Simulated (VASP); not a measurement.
**Al: single point with RPBE**

Crystal: Al.

```
CELL_PARAMETERS angstrom
-1.62844 1.62844 1.62844
1.62844 -1.62844 1.62844
1.62844 1.62844 -1.62844
ATOMIC_POSITIONS crystal
Al 0.00000 0.00000 0.00000
```

```yaml
Program: VASP 6.6.1
Task: single point
Functional: RPBE
Potentials_or_basis: VASP PAW PBE potentials, release 64 (Al)
Cutoff: 520 eV
k_mesh: 22 × 22 × 22
Occupations: fermi-dirac, width 0.1 eV
Spin: no spin polarisation
Dipole_correction: no
Further_INCAR_settings: ALGO = Normal; EDIFF = 1e-07; NBANDS = 8
```

The pressure is -0.3 GPa.

Levels at points of the mesh, in eV from the Fermi level:
```tsv
k point	band 1	band 2	band 3	band 4
(0.00, 0.00, 0.00)	-10.83	12.97	12.97	12.97
(0.50, 0.00, 0.00)	-4.18	-3.80	7.87	8.12
(0.50, 0.50, 0.50)	1.80	1.80	1.80	3.00
```

Run time: 12 s on 1 thread of Intel(R) Xeon(R) 6975P-C (Granite Rapids) (shared host), peak memory 0.16 GiB.

Caveat: the PAW data sets were made with another functional, which shifts forces and pressure a little.
